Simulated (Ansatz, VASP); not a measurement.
# Two plane-wave programs on Pb

INCAR

```
  PREC = Accurate
  ENCUT = 520
  EDIFF = 1E-6
  ISMEAR = -1
  SIGMA = 0.05
  LREAL = False
  LASPH = True
  NELM = 100
  ALGO = Normal
  ISIF = 2
  LWAVE = False
  LCHARG = False
  GGA = CA
  NBANDS = 13
```

The input KPOINTS:

```
regular mesh
0
Gamma
  9 9 9
```

POSCAR

```
Pb
1.0
    0.0000000000      2.4750200000      2.4750200000
    2.4750200000      0.0000000000      2.4750200000
    2.4750200000      2.4750200000      0.0000000000
Pb
1
Direct
    0.0000000000      0.0000000000      0.0000000000
```

The input input.yaml:

```yaml
crystal:
  lattice:
    - [0.0, 2.47502, 2.47502]
    - [2.47502, 0.0, 2.47502]
    - [2.47502, 2.47502, 0.0]
  atoms:
    - { symbol: Pb, position: [0.0, 0.0, 0.0] }
hamiltonian:
  xc: lda
  pseudopotentials: { kind: paw }
kpoints:
  mp_grid: { grid: [9, 9, 9] }
scf:
  occupations: { method: fermi_dirac, width: 0.05 }
output:
  forces: true
  stress: true
  eigenvalues: true
  write_density: true
  write_potential: true
  elf: true
  volumetric_format: npy
```

Alike in both runs: task single point; functional LDA; k mesh 9 × 9 × 9; occupations fermi-dirac, width 0.05 eV; no spin polarisation.

|  | VASP | Ansatz |
| --- | --- | --- |
| version | VASP 6.6.1 | Ansatz 0.2.0 |
| potentials or method | VASP PAW LDA potentials, release 64 (Pb_d) | Ansatz PAW |
| plane-wave cutoff (eV) | 520 | 420 |
| valence electrons in the cell | 14 | 14 |

Ansatz gave:

```
gap on the k mesh at the Fermi level (eV) : none
pressure (GPa)                            : -2.2
```

Q: What did VASP give for the same quantities?

A: gap on the k mesh at the Fermi level (eV): none; pressure (GPa): -2.1.

LDA's correlation is that of Perdew and Zunger in VASP and of Perdew and Wang (1992) in Ansatz. A gap of «none» marks a metal or a gap that the smearing closes.

Neither program's run includes spin-orbit coupling.
